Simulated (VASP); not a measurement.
## ZnO: single point with r2SCAN

ZnO:

```xyz
4
Lattice="3.2353 0.0000 0.0000 -1.6177 2.8019 0.0000 0.0000 0.0000 5.0807" Properties=species:S:1:pos:R:3 pbc="T T T"
Zn    0.0000    1.8679   -0.0300
Zn    1.6177    0.9340    2.5104
O     0.0000    1.8679    1.9352
O     1.6177    0.9340    4.4756
```

This cell differs from its parent crystal: uniaxial z strain -2.5%.

* Program: VASP 6.6.1
* Task: single point
* Functional: r2SCAN
* Potentials or basis: VASP PAW PBE potentials, release 64 (Zn, O)
* Cutoff: 520 eV
* k mesh: 12 × 12 × 6
* Occupations: gaussian, width 0.01 eV
* Spin: no spin polarisation

| Property | Result |
| --- | --- |
| Pressure | 5.0 GPa |
| Largest force | 0.011 eV/Å |
| Band gap on the k mesh | 1.30 eV |

Forces in eV/Å, atoms in the order of the input:
```
Zn   0.000  0.000 -0.011
Zn   0.000  0.000 -0.011
O    0.000  0.000  0.011
O    0.000  0.000  0.011
```

Stress tensor (GPa, compression positive):
```
4.23 0.00 0.00
0.00 4.23 0.00
0.00 0.00 6.63
```

Levels at points of the mesh, in eV from the valence-band top:
```
           k point  band 14  band 15  band 16  band 17  band 18  band 19  band 20  band 21  band 22  band 23
(0.00, 0.00, 0.00)    -0.85    -0.85    -0.11     0.00     0.00     1.30     5.87     9.15    13.62    13.62
(0.50, 0.00, 0.00)    -3.74    -2.91    -2.47    -1.29    -0.95     6.54     7.36     8.33     9.35    11.70
(0.00, 0.00, 0.50)    -2.20    -0.42    -0.42    -0.42    -0.42     4.04     4.04    11.09    11.09    13.91
(0.50, 0.00, 0.50)    -3.82    -1.66    -1.66    -1.34    -1.34     6.35     6.35     9.33     9.33    12.09
```

Run time: 6.6 min on 1 thread of Intel Xeon 8259CL, on a shared host, peak memory 0.22 GiB.

Caveat: the cell differs from its parent crystal (uniaxial z strain -2.5%); the cell stands under pressure; the PAW data sets were made with another functional, which shifts forces and pressure a little.
